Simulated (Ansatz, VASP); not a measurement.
GaP: VASP beside Ansatz

```
Ga P
1.0
     0.00000    2.72581    2.72581
     2.72581    0.00000    2.72581
     2.72581    2.72581    0.00000
Ga P
1 1
Direct
  0.00000 0.00000 0.00000
  0.25000 0.25000 0.25000
```

Alike in both runs: task single point; functional PBE; k mesh 4 × 4 × 4; occupations gaussian, width 0.1 eV; collinear spin.

```csv
,VASP,Ansatz
version,VASP 6.6.1,Ansatz 0.2.0
potentials or method,"VASP PAW PBE potentials, release 64 (Ga_d, P), cutoff 500 eV","scalar-relativistic, plane waves, PAW"
valence electrons in the cell,18,18
```

Ansatz gave:

| Item | Value |
| --- | --- |
| gap on the k mesh at the Fermi level (eV) | 1.63 |
| least direct gap on the mesh (eV) | 1.81 |
| pressure (GPa) | 2.9 |
| net moment per atom (μB) | 0.00 |

Task: What did VASP give for the same quantities?

Result: gap on the k mesh at the Fermi level (eV): 1.63; least direct gap on the mesh (eV): 1.81; pressure (GPa): 2.8; net moment per atom (μB): 0.00.

Ansatz's warnings: seeded moment not kept.

The k mesh is coarse, so the values compare programs but aren't converged.
